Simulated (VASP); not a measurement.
MnO: single point with LDA

Crystal: MnO.

```
Mn O
1.0
     3.07796    0.00000    0.00000
    -1.53898    2.66559    0.00000
     0.00000    0.00000    5.29956
Mn O
2 2
Direct
  0.00000 0.00000 0.00000
  0.00000 0.00000 0.50000
  0.33333 0.66667 0.25000
  0.66667 0.33333 0.75000
```

| Quantity | Value |
| --- | --- |
| Program | VASP 6.6.1 |
| Task | single point |
| Functional | LDA |
| Potentials or basis | VASP PAW LDA potentials, release 64 (Mn_pv, O) |
| Cutoff | 520 eV |
| k mesh | 12 × 12 × 8 |
| Occupations | gaussian, width 0.05 eV |
| Spin | collinear spin, antiferromagnetic start |
| Starting moments | [5.0, -5.0, 0.0, 0.0] μB |

```yaml
Pressure: -15.5 GPa
Band_gap_on_the_k_mesh: 0.35 eV, direct
Net_moment: 0.00 μB per cell
Site_moments: Mn +4.08, -4.08; O +0.00 μB
Valence_electrons_inside_the_program's_atomic_spheres: Mn 11.43; O 4.92
```

Stress tensor (GPa, compression positive):
```
-14.99   0.00   0.00
  0.00 -14.99   0.00
  0.00   0.00 -16.54
```

Levels at points of the mesh, in eV from the valence-band top:
Spin up:
| k point | band 17 | band 18 | band 19 | band 20 | band 21 | band 22 |
| --- | --- | --- | --- | --- | --- | --- |
| (0.00, 0.00, 0.00) | -2.05 | -0.77 | -0.77 | 0.77 | 1.65 | 1.65 |
| (0.50, 0.00, 0.00) | -1.24 | -0.49 | -0.35 | 0.81 | 2.41 | 2.43 |
| (0.00, 0.00, 0.50) | -1.97 | -0.09 | -0.09 | 0.83 | 1.45 | 1.45 |
| (0.50, 0.00, 0.50) | -1.16 | -0.10 | 0.00 | 0.35 | 2.18 | 2.42 |
Spin down:
| k point | band 17 | band 18 | band 19 | band 20 | band 21 | band 22 |
| --- | --- | --- | --- | --- | --- | --- |
| (0.00, 0.00, 0.00) | -2.05 | -0.77 | -0.77 | 0.77 | 1.65 | 1.65 |
| (0.50, 0.00, 0.00) | -1.24 | -0.49 | -0.35 | 0.81 | 2.41 | 2.43 |
| (0.00, 0.00, 0.50) | -1.97 | -0.09 | -0.09 | 0.83 | 1.45 | 1.45 |
| (0.50, 0.00, 0.50) | -1.16 | -0.10 | 0.00 | 0.35 | 2.18 | 2.42 |

Run time: 3.4 min on 1 thread of Intel(R) Xeon(R) Platinum 8259CL CPU @ 2.50GHz (Skylake/Cascade Lake), on a shared host, peak memory 0.27 GiB.

A k mesh can miss the band edges.
